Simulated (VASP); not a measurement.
A run of VASP 6.6.1 is set up as follows.

INCAR

```
SYSTEM = Eu
PREC     = Accurate       ! precision mode
ENCUT    = 520            ! plane-wave cutoff, eV
EDIFF    = 1E-7           ! SCF threshold, eV
ISMEAR   = -1             ! smearing method
SIGMA    = 0.05           ! smearing width, eV
LREAL    = .FALSE.        ! projectors in reciprocal space
LASPH    = .TRUE.         ! aspherical terms in the spheres
NELM     = 150            ! most SCF steps
ALGO     = Normal         ! electronic algorithm
ISIF     = 2              ! what is computed and relaxed
LWAVE    = .FALSE.        ! write WAVECAR
LCHARG   = .FALSE.        ! write CHGCAR
ISPIN    = 2              ! spin polarisation
MAGMOM   = 7              ! initial moments
LORBIT   = 11             ! projections on sites
LMAXMIX  = 6              ! l up to which the mixer works
GGA      = PE             ! functional
NBANDS   = 18             ! bands
```

KPOINTS

```
regular mesh
0
G
  10 10 10
  0 0 0
```

File POSCAR:

```
Eu
1.0
   -2.1379158168      2.1379158168      2.1379158168
    2.1379158168     -2.1379158168      2.1379158168
    2.1379158168      2.1379158168     -2.1379158168
Eu
1
Direct
    0.0000000000      0.0000000000      0.0000000000
```

Potentials or basis: VASP PAW PBE potentials, release 64 (Eu).

Launch:

```console
$ cat potpaw_PBE.64/Eu/POTCAR > POTCAR
$ mpirun -np 1 vasp_std > vasp.out
```

(1) What does it give for the net moment?

(2) What does it give for the site moments?

(3) What does it give for the pressure?

## Answers

(1) 7.25 μB per cell.

(2) Eu +6.66 μB.

(3) 0.9 GPa.
